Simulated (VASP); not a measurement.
Wanted: the native input for a VASP 6.6.1 run.

| Item | Value |
| --- | --- |
| Task | single point |
| Functional | PBEsol |
| Potentials or basis | VASP PAW PBE potentials, release 64 (Ta_pv) |
| Cutoff | 520 eV |
| k mesh | 18 × 18 × 18 |
| Occupations | fermi-dirac, width 0.1 eV |
| Spin | no spin polarisation |
| Dipole correction | no |
| Further INCAR settings | ALGO = Normal; EDIFF = 1e-07; NBANDS = 12 |

The structure of Ta lies in POSCAR:

```
Ta
1.0
   -1.5948139770      1.5948139770      1.5948139770
    1.5948139770     -1.5948139770      1.5948139770
    1.5948139770      1.5948139770     -1.5948139770
Ta
1
Direct
    0.0000000000      0.0000000000      0.0000000000
```

One way to write it, as run:

INCAR

```
SYSTEM = Ta
PREC = Accurate
ENCUT = 520
EDIFF = 1E-7
ISMEAR = -1
SIGMA = 0.1
LREAL = .FALSE.
LASPH = .TRUE.
NELM = 60
ALGO = Normal
ISIF = 2
LWAVE = .FALSE.
LCHARG = .TRUE.
GGA = PS
LELF = .TRUE.
LVHAR = .TRUE.
NBANDS = 12
```

KPOINTS

```
Automatic mesh
0
G
  18 18 18
  0 0 0
```

Potentials or basis: VASP PAW PBE potentials, release 64 (Ta_pv).

Run with:

```sh
$ cat potpaw_PBE.64/Ta_pv/POTCAR > POTCAR
$ mpirun -np 1 vasp_std > vasp.out
```

It gave:

- Pressure: 21.2 GPa

Caveat: the PAW data sets were made with another functional, which shifts forces and pressure a little.

Run time: 20 s on 1 thread of Intel(R) Xeon(R) Platinum 8488C (Sapphire Rapids), with other jobs on the host, peak memory 0.17 GiB.
